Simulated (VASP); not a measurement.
Write the native input for VASP 6.6.1 that does the following.

```
Task                   : single point
Functional             : r2SCAN
Potentials or basis    : VASP PAW PBE potentials, release 64 (In_d, Sb)
Cutoff                 : 520 eV
k mesh                 : 6 × 6 × 6
Occupations            : fermi-dirac, width 0.02 eV
Spin                   : no spin polarisation
Dipole correction      : no
Further INCAR settings : ALGO = Normal; EDIFF = 1e-06; NBANDS = 16
```

Crystal: InSb.

```
In Sb
1.0
     0.00000    3.18113    3.18113
     3.18113    0.00000    3.18113
     3.18113    3.18113    0.00000
In Sb
1 1
Direct
  0.00000 0.00000 0.00000
  0.25000 0.25000 0.25000
```

This cell differs from its parent crystal: strain -3.0%.

The input as run:

POSCAR

```
InSb
1.0
    0.0000000000      3.1811276270      3.1811276270
    3.1811276270      0.0000000000      3.1811276270
    3.1811276270      3.1811276270      0.0000000000
In Sb
1 1
Direct
    0.0000000000      0.0000000000      0.0000000000
    0.2500000000      0.2500000000      0.2500000000
```

INCAR.step1

```
  PREC = Accurate
  ENCUT = 520
  ISMEAR = -1
  SIGMA = 0.02
  LREAL = F
  LASPH = T
  NELM = 80
  NBANDS = 16
  GGA = PE
  ALGO = Normal
  EDIFF = 1E-4
  LWAVE = T
  LCHARG = F
```

INCAR.step2

```
  PREC = Accurate
  ENCUT = 520
  EDIFF = 1E-6
  ISMEAR = -1
  SIGMA = 0.02
  LREAL = F
  LASPH = T
  NELM = 80
  ALGO = Normal
  ISIF = 2
  LWAVE = F
  LCHARG = F
  METAGGA = R2SCAN
  LMIXTAU = T
  NBANDS = 16
  ISTART = 1
```

KPOINTS

```
Automatic mesh
0
Gamma
  6 6 6
```

Potentials or basis: VASP PAW PBE potentials, release 64 (In_d, Sb).

Run with:

```sh
$ cat potpaw_PBE.64/In_d/POTCAR potpaw_PBE.64/Sb/POTCAR > POTCAR
$ cp INCAR.step1 INCAR
$ mpirun -np 1 vasp_std > vasp.out
$ cp INCAR.step2 INCAR
$ mpirun -np 1 vasp_std > vasp.out
```

Results of the run:

```
Pressure               : 4.9 GPa
Band gap on the k mesh : 0.58 eV
```

Caveat: the cell differs from its parent crystal (strain -3.0%); the cell stands under pressure; the PAW data sets were made with another functional, which shifts forces and pressure a little; spin-orbit coupling is left out, which moves the levels of the heavy elements.

Run time: 75 s on 1 thread of Intel(R) Xeon(R) Platinum 8375C CPU @ 2.90GHz (Ice Lake), with other jobs on the host, peak memory 0.21 GiB.
